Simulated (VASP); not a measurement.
# CsCu4Sb3 (P4/mmm) in VASP: single point with r2SCAN

Aim: the single point of CsCu4Sb3 with r2SCAN.

All numbers are computed with VASP 6.6.1; they aren't measurements. Logs are shortened: lines on timing, memory, paths and dates and some standing lists are left out, and cuts for length are marked.

## 1. The cell of the first run

The structure is tetragonal, space group P4/mmm (No. 123). Conventional cell: a = 4.360 Å, b = 4.360 Å, c = 11.026 Å, α = 90.00°, β = 90.00°, γ = 90.00°. Within 5.2 Å of Cs (site symmetry 4/mmm) lie 8 Sb at 3.94 Å and 4 Cs at 4.36 Å and 8 Cu at 4.40 Å. Within 3.4 Å of Sb (site symmetry 4mm) lie 4 Cu at 2.58 Å. Sb (site symmetry 4/mmm) has 8 Cu at 2.76 Å within 3.6 Å. Cu (site symmetry 2mm) has 4 Sb at 2.58 to 2.76 Å and 5 Cu at 3.08 to 3.38 Å within 3.4 Å.

## 2. Single point, r2SCAN

The input, POSCAR:

```
CsCu4Sb3
1.0
    4.3596220000      0.0000000000      0.0000000000
    0.0000000000      4.3596220000      0.0000000000
    0.0000000000      0.0000000000     11.0264190000
Cs Sb Cu
1 3 4
Direct
    0.0000000000      0.0000000000      0.5000000000
    0.5000000000      0.5000000000      0.2777100000
    0.5000000000      0.5000000000      0.7222900000
    0.0000000000      0.0000000000      0.0000000000
    0.0000000000      0.5000000000      0.1533900000
    0.5000000000      0.0000000000      0.1533900000
    0.0000000000      0.5000000000      0.8466100000
    0.5000000000      0.0000000000      0.8466100000
```

The input, INCAR.step1:

```
SYSTEM = CsCu4Sb3
PREC     = Accurate       ! precision mode
ENCUT    = 520            ! plane-wave cutoff, eV
ISMEAR   = -1             ! smearing method
SIGMA    = 0.0294         ! smearing width, eV
LREAL    = .False.        ! projectors in reciprocal space
LASPH    = .True.         ! aspherical terms in the spheres
NELM     = 80             ! most SCF steps
NBANDS   = 44             ! bands
GGA      = PE             ! functional
ALGO     = Normal         ! electronic algorithm
EDIFF    = 1E-4           ! SCF threshold, eV
LWAVE    = .True.         ! write WAVECAR
LCHARG   = .False.        ! write CHGCAR
```

The input, INCAR.step2:

```
SYSTEM = CsCu4Sb3
PREC     = Accurate       ! precision mode
ENCUT    = 520            ! plane-wave cutoff, eV
EDIFF    = 1E-6           ! SCF threshold, eV
ISMEAR   = -1             ! smearing method
SIGMA    = 0.0294         ! smearing width, eV
LREAL    = .False.        ! projectors in reciprocal space
LASPH    = .True.         ! aspherical terms in the spheres
NELM     = 80             ! most SCF steps
ALGO     = Normal         ! electronic algorithm
ISIF     = 2              ! what is computed and relaxed
LWAVE    = .False.        ! write WAVECAR
LCHARG   = .False.        ! write CHGCAR
METAGGA  = R2SCAN         ! meta-GGA
LMIXTAU  = .True.       
NBANDS   = 44             ! bands
ISTART   = 1
```

The input, KPOINTS:

```
Automatic mesh
0
Gamma
  8 8 3
  0 0 0
```

Potentials or basis: VASP PAW PBE potentials, release 64 (Cs_sv, Sb, Cu).

Started as:

```sh
$ cat potpaw_PBE.64/Cs_sv/POTCAR potpaw_PBE.64/Sb/POTCAR potpaw_PBE.64/Cu/POTCAR > POTCAR
$ cp INCAR.step1 INCAR
$ mpirun -np 1 vasp_std > vasp.out
$ cp INCAR.step2 INCAR
$ mpirun -np 1 vasp_std > vasp.out
```

OUTCAR:

```text
SYSTEM = CsCu4Sb3
   PREC = Accurate
   ENCUT = 520
   EDIFF = 1E-6
   ISMEAR = -1
   LREAL = .False.
   LASPH = .True.
   NELM = 80
   ISIF = 2
   METAGGA = R2SCAN
   ISTART = 1

 ion  position               nearest neighbor table
   1  0.000  0.000  0.500-
   2  0.500  0.500  0.278-   5 2.58   6 2.58   6 2.58   5 2.58
   3  0.500  0.500  0.722-   7 2.58   8 2.58   8 2.58   7 2.58
   4  0.000  0.000  0.000-   5 2.76   6 2.76   7 2.76   8 2.76   5 2.76   7 2.76   6 2.76   8 2.76

   5  0.000  0.500  0.153-   2 2.58   2 2.58   4 2.76   4 2.76
   6  0.500  0.000  0.153-   2 2.58   2 2.58   4 2.76   4 2.76
   7  0.000  0.500  0.847-   3 2.58   3 2.58   4 2.76   4 2.76
   8  0.500  0.000  0.847-   3 2.58   3 2.58   4 2.76   4 2.76

  LATTYP: Found a simple tetragonal cell.
 ALAT       =     4.3596220000
 C/A-ratio  =     2.5292144594

  Lattice vectors:

 A1 = (   4.3596220000,   0.0000000000,   0.0000000000)
 A2 = (   0.0000000000,   4.3596220000,   0.0000000000)
 A3 = (   0.0000000000,   0.0000000000,  11.0264190000)

Analysis of symmetry for initial positions (statically):
=====================================================================
 Subroutine PRICEL returns:
 Original cell was already a primitive cell.

 Routine SETGRP: Setting up the symmetry group for a
 simple tetragonal supercell.

 Subroutine GETGRP returns: Found 16 space group operations
 (whereof 16 operations were pure point group operations)
 out of a pool of 16 trial point group operations.

The static configuration has the point symmetry D_4h.

Analysis of symmetry for dynamics (positions and initial velocities):
=====================================================================
 Subroutine PRICEL returns:
 Original cell was already a primitive cell.

 Routine SETGRP: Setting up the symmetry group for a
 simple tetragonal supercell.

 Subroutine GETGRP returns: Found 16 space group operations
 (whereof 16 operations were pure point group operations)
 out of a pool of 16 trial point group operations.

The dynamic configuration has the point symmetry D_4h.

 Subroutine INISYM returns: Found 16 space group operations
 (whereof 16 operations are pure point group operations),
 and found     1 'primitive' translations

----------------------------------------------------------------------------------------

                                     Primitive cell

  volume of cell :     209.5715

  direct lattice vectors                    reciprocal lattice vectors
     4.359622000  0.000000000  0.000000000     0.229377685  0.000000000  0.000000000
     0.000000000  4.359622000  0.000000000     0.000000000  0.229377685  0.000000000
     0.000000000  0.000000000 11.026419000     0.000000000  0.000000000  0.090691275

  length of vectors
     4.359622000  4.359622000 11.026419000     0.229377685  0.229377685  0.090691275

  position of ions in fractional coordinates (direct lattice)
     0.000000000  0.000000000  0.500000000
     0.500000000  0.500000000  0.277710000
     0.500000000  0.500000000  0.722290000
     0.000000000  0.000000000  0.000000000
     0.000000000  0.500000000  0.153390000
     0.500000000  0.000000000  0.153390000
     0.000000000  0.500000000  0.846610000
     0.500000000  0.000000000  0.846610000

  ion indices of the primitive-cell ions
   primitive index   ion index
                 1           1
                 2           2
                 3           3
                 4           4
                 5           5
                 6           6
                 7           7
                 8           8

----------------------------------------------------------------------------------------

 KPOINTS: Automatic mesh

Automatic generation of k-mesh.
 Grid dimensions read from file:
 generate k-points for:    8    8    3

 Generating k-lattice:

  Cartesian coordinates                     Fractional coordinates (reciprocal lattice)
     0.028672211  0.000000000  0.000000000     0.125000000  0.000000000  0.000000000
     0.000000000  0.028672211  0.000000000     0.000000000  0.125000000  0.000000000
     0.000000000  0.000000000  0.030230425     0.000000000  0.000000000  0.333333333

  Length of vectors
     0.028672211  0.028672211  0.030230425

  Shift w.r.t. Gamma in fractional coordinates (k-lattice)
     0.000000000  0.000000000  0.000000000

 Subroutine IBZKPT returns following result:
 ===========================================

 Found     30 irreducible k-points:

 Following reciprocal coordinates:
            Coordinates               Weight
  0.000000  0.000000  0.000000      1.000000
  0.125000  0.000000  0.000000      4.000000
  0.250000  0.000000  0.000000      4.000000
  0.375000  0.000000  0.000000      4.000000
  0.500000  0.000000  0.000000      2.000000
  0.125000  0.125000  0.000000      4.000000
[... 16 lines left out ...]
  0.375000  0.125000  0.333333     16.000000
  0.500000  0.125000  0.333333      8.000000
 [... further k-points ...]
   k-points           NKPTS =     30   k-points in BZ     NKDIM =     30   number of bands    NBANDS=     44
   number of dos      NEDOS =    301   number of ions     NIONS =      8
   total plane-waves  NPLWV =  86016
   dimension x,y,z NGX =    32 NGY =   32 NGZ =   84
   dimension x,y,z NGXF=    64 NGYF=   64 NGZF=  168
   ions per type =               1   3   4
   NGX,Y,Z   is equivalent  to a cutoff of  12.20, 12.20, 12.66 a.u.
   NGXF,Y,Z  is equivalent  to a cutoff of  24.41, 24.41, 25.33 a.u.
 SYSTEM =  CsCu4Sb3
   PREC   = accura    normal or accurate (medium, high low for compatibility)
   ISTART =      1    job   : 0-new  1-cont  2-samecut
   ICHARG =      0    charge: 1-file 2-atom 10-const
   ISPIN  =      1    spin polarized calculation?
   LNONCOLLINEAR =      F non collinear calculations
   LSORBIT =      F    spin-orbit coupling
   LASPH  =      T    aspherical Exc in radial PAW
   ENCUT  =  520.0 eV  38.22 Ry    6.18 a.u.   8.11  8.11 20.50*2*pi/ulx,y,z
   NELM   =     80;   NELMIN=  2; NELMDL=  0     # of ELM steps
   EDIFF  = 0.1E-05   stopping-criterion for ELM
   LREAL  =      F    real-space projection
   EDIFFG = 0.1E-04   stopping-criterion for IOM
   NSW    =      0    number of steps for IOM
   IBRION =     -1    ionic relax: 0-MD 1-quasi-New 2-CG
   NFREE  =      0    steps in history (QN), initial steepest desc. (CG)
   ISIF   =      2    stress and relaxation
   ISYM   =      2    0-nonsym 1-usesym 2-fastsym
   POTIM  = 0.5000    time-step for ionic-motion
   TEBEG  =    0.0;   TEEND  =   0.0 temperature during run
   PSTRESS=    0.0 pullay stress
   NELECT =      68.0000    total number of electrons
   NUPDOWN=      -1.0000    fix difference up-down
   EMIN   =  10.00;   EMAX   =-10.00  energy-range for DOS
   EFERMI =   0.00;   METHOD = LEGACY
   ISMEAR =    -1;   SIGMA  =   0.03  broadening in eV -4-tet -1-fermi 0-gaus
   EFERMI_NEDOS =   21; number of points for ismear=-14 and -15
   IALGO  =     38    algorithm
   IMIX   =      4    mixing-type and parameters
     AMIX     =   0.40;   BMIX     =  1.00
     AMIX_MAG =   1.60;   BMIX_MAG =  1.00
  volume/ion in A,a.u.               =      26.20       176.78
  Fermi-wavevector in a.u.,A,eV,Ry     =   1.124951  2.125850 17.218385  1.265516
  Thomas-Fermi vector in A             =   2.261626
   LORBIT       =      0    0 simple, 1 ext, 2 COOP (PROOUT), +10 PAW based schemes
   METAGGA = R2SCAN    functional components
   LHFCALC =     F    Hartree Fock is set to
   AEXX    =    0.0000 exact exchange contribution
   IVDW    =     0    specifies the selected vdW correction
   LEPSILON=     F    determine dielectric tensor
   LRPA    =     F    only Hartree local field effects (RPA)
 non-spin polarized calculation
  energy-cutoff  :      520.00
  volume of cell :      209.57
 maximum number of plane-waves:      5696
   NGX = 17   NGY = 17   NGZ = 41

 number of electron      67.9999922 magnetization

 Free energy of the ion-electron system (eV)
  ---------------------------------------------------
  ext. energy  EPLUGINS =         0.00000000
  ---------------------------------------------------
  free energy    TOTEN  =      -145.56391694 eV

  energy without entropy =     -145.55171930  energy(sigma->0) =     -145.55781812

 E-fermi :   4.4467     XC(G=0):  -9.9102

 val. band max:        4.4275537898   @ k =   0.5000   0.1250   0.0000
 cond. band min:       4.4746445650   @ k =   0.3750   0.0000   0.0000
 fundamental gap:      0.0470907752
 Fermi energy:         4.4466621962

 k-point     1 :       0.0000    0.0000    0.0000
  band No.  band energies     occupation
      1     -18.4780      2.00000
      2      -6.5096      2.00000
      3      -5.9704      2.00000
      4      -4.9139      2.00000
      5      -4.7481      2.00000
      6      -4.7481      2.00000
[... 36 lines left out ...]
     43       9.4377      0.00000
     44       9.5844      0.00000

 k-point     2 :       0.1250    0.0000    0.0000
  band No.  band energies     occupation
      1     -18.4718      2.00000
      2      -6.4231      2.00000
      3      -5.8894      2.00000
      4      -5.0607      2.00000
      5      -4.7385      2.00000
      6      -4.6672      2.00000
[... 36 lines left out ...]
     43       9.4760      0.00000
     44       9.5992      0.00000

 k-point     3 :       0.2500    0.0000    0.0000
  band No.  band energies     occupation
      1     -18.4569      2.00000
      2      -6.1868      2.00000
      3      -5.6618      2.00000
      4      -5.3041      2.00000
      5      -4.7151      2.00000
      6      -4.5895      2.00000
[... 976 lines left out ...]
     43       9.6316      0.00000
     44       9.8454      0.00000

 k-point    24 :       0.5000    0.1250    0.3333
  band No.  band energies     occupation
      1     -18.4299      2.00000
      2      -5.7035      2.00000
      3      -5.4626      2.00000
      4      -5.0367      2.00000
      5      -4.8928      2.00000
      6      -4.7710      2.00000
[... 36 lines left out ...]
     43       9.3438      0.00000
     44       9.9105      0.00000

 [... further k-points ...]

------------------------ aborting loop because EDIFF is reached ----------------------------------------

  FORCE on cell =-STRESS in cart. coord.  units (eV):
  Direction    XX          YY          ZZ          XY          YZ          ZX
  --------------------------------------------------------------------------------------
  -------------------------------------------------------------------------------------
  Total       -3.9274423     -3.9274423     -4.8092066      0.0000000      0.0000000      0.0000000
  in kB      -30.0253609    -30.0253609    -36.7664633      0.0000000      0.0000000      0.0000000
  external PRESSURE =     -32.2723950 kB  Pullay stress =       0.0000000 kB

 VOLUME and BASIS-vectors are now :
 -----------------------------------------------------------------------------
  energy-cutoff  :      520.00
  volume of cell :      209.57
      direct lattice vectors                 reciprocal lattice vectors
     4.359622000  0.000000000  0.000000000     0.229377685  0.000000000  0.000000000
     0.000000000  4.359622000  0.000000000     0.000000000  0.229377685  0.000000000
     0.000000000  0.000000000 11.026419000     0.000000000  0.000000000  0.090691275

 POSITION                                       TOTAL-FORCE (eV/Angst)
 -----------------------------------------------------------------------------------
      0.00000      0.00000      5.51321         0.000000     -0.000000      0.000000
      2.17981      2.17981      3.06215         0.000000     -0.000000     -0.395983
      2.17981      2.17981      7.96427         0.000000      0.000000      0.395983
      0.00000      0.00000      0.00000         0.000000     -0.000000      0.000000
      0.00000      2.17981      1.69134         0.000000      0.000000     -0.307587
      2.17981      0.00000      1.69134         0.000000     -0.000000     -0.307587
      0.00000      2.17981      9.33508         0.000000      0.000000      0.307587
      2.17981      0.00000      9.33508         0.000000     -0.000000      0.307587
 -----------------------------------------------------------------------------------
    total drift:                                0.000000      0.000000      0.000000

  FREE ENERGIE OF THE ION-ELECTRON SYSTEM (eV)
  ---------------------------------------------------
  free  energy   TOTEN  =      -145.5639169448 eV

  energy  without entropy=     -145.5517193000  energy(sigma->0) =     -145.55781812
```

Run time: 11 min. Hardware: 1 thread of Intel Xeon Platinum 8488C (Sapphire Rapids), shared host; peak memory 0.48 GiB.

What came out:

* Free energy: -145.5639 eV
* Pressure: -3.2 GPa
* Largest force: 0.396 eV/Å
* Band gap on the k mesh: zero (bands 34 and 35 overlap by 3.03 eV)

Forces on the atoms (eV/Å):
```
Cs   0.000  0.000  0.000
Sb   0.000  0.000 -0.396
Sb   0.000  0.000  0.396
Sb   0.000  0.000  0.000
Cu   0.000  0.000 -0.308
Cu   0.000  0.000 -0.308
Cu   0.000  0.000  0.308
Cu   0.000  0.000  0.308
```

Stress tensor (GPa, compression positive):
```
-3.00  0.00  0.00
 0.00 -3.00  0.00
 0.00  0.00 -3.68
```

Levels at points of the mesh, in eV from the Fermi level:
```tsv
k point	band 29	band 30	band 31	band 32	band 33	band 34	band 35	band 36	band 37	band 38
(0.00, 0.00, 0.00)	-1.36	-1.36	-1.26	-0.23	-0.23	1.42	1.65	1.65	1.74	2.62
(0.50, 0.00, 0.00)	-2.52	-1.88	-1.42	0.16	0.16	0.48	0.51	0.78	2.37	3.20
(0.50, 0.50, 0.00)	-2.15	-1.87	-1.87	-1.79	-1.79	-1.48	-1.48	-1.11	2.41	2.54
```

Caveat: the cell stands under tension; the PAW data sets were made with another functional, which shifts forces and pressure a little; spin-orbit coupling is left out, which moves the levels of the heavy elements.

The gap in the log of VASP goes by the Fermi energy; the results here count the filled bands.